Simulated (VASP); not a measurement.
## B3N: relaxation of cell and atoms with PBE

The system is B3N.

```
B N
1.0
     2.45987    0.00000    0.00000
     0.00000    2.45987    0.00000
     0.00000    0.00000    4.45124
B N
3 1
Direct
  0.50000 0.00000 0.70380
  0.00000 0.00000 0.00000
  0.00000 0.50000 0.29620
  0.50000 0.50000 0.50000
```

| Item | Value |
| --- | --- |
| Program | VASP 6.6.1 |
| Task | relaxation of cell and atoms |
| Functional | PBE |
| Potentials or basis | VASP PAW PBE potentials, release 64 (B, N) |
| Cutoff | 600 eV |
| k mesh | 14 × 14 × 8 |
| Occupations | gaussian, width 0.1 eV |
| Spin | no spin polarisation |
| Dipole correction | no |
| Further INCAR settings | ALGO = Normal; EDIFF = 1e-06; IBRION = 2; EDIFFG = -0.01; NSW = 100; ISIF = 3 |

The relaxed volume is 6.74 Å³/atom and the relaxed cell is a = 2.463 Å, b = 2.463 Å, c = 4.444 Å, α = 90.00°, β = 90.00°, γ = 90.00°. The space group after relaxing (to 0.05 Å) is P-4m2 (No. 115) and the energy gained by relaxing is 0.1 meV/atom. The ionic steps are 4, the pressure after relaxing is 0.1 GPa and the largest force after relaxing is 0.009 eV/Å. The band gap on the k mesh is zero (band 7 reaches 11.84 eV, above the bottom of band 8 at 3.06 eV).

Forces on the atoms (eV/Å):
```
B    0.000  0.000  0.009
B    0.000  0.000  0.000
B    0.000  0.000 -0.009
N    0.000  0.000  0.000
```

Stress tensor (GPa, compression positive):
```
-0.01  0.00  0.00
 0.00 -0.01  0.00
 0.00  0.00  0.23
```

Step by step:
```tsv
step	energy change (eV)	largest force (eV/Å)	pressure (GPa)	volume (Å³)
1	0.0000	0.0484	0.26	26.93
2	-0.0002	0.0539	-0.14	26.98
3	-0.0002	0.0229	-0.04	26.96
4	-0.0002	0.0094	0.07	26.96
```

Final structure:
```xyz
4
Lattice="2.4631 0.0000 0.0000 0.0000 2.4631 0.0000 0.0000 0.0000 4.4445" Properties=species:S:1:pos:R:3 pbc="T T T"
B     1.2315    0.0000    3.1290
B     2.4631    0.0000    4.4445
B     2.4631    1.2315    1.3155
N     1.2315    1.2315    2.2222
```

Levels at points of the mesh, in eV from the Fermi level:
| k point | band 5 | band 6 | band 7 | band 8 | band 9 | band 10 |
| --- | --- | --- | --- | --- | --- | --- |
| (0.00, 0.00, 0.00) | -4.05 | -0.91 | 5.04 | 5.04 | 5.71 | 7.91 |
| (0.50, 0.00, 0.00) | -5.84 | -4.48 | -2.76 | 5.14 | 7.54 | 9.34 |
| (0.50, 0.50, 0.00) | -5.42 | -3.22 | -3.22 | -2.24 | 4.33 | 4.79 |
| (0.00, 0.00, 0.50) | -3.93 | -3.93 | 3.52 | 3.52 | 6.41 | 8.86 |
| (0.50, 0.00, 0.50) | -2.98 | -2.75 | -1.88 | 4.32 | 5.32 | 7.04 |
| (0.50, 0.50, 0.50) | -4.49 | -3.92 | -3.73 | -3.73 | 7.48 | 8.27 |

It took 62 s on 1 thread of Intel(R) Xeon(R) Platinum 8488C (Sapphire Rapids) (shared host), peak memory 0.18 GiB.
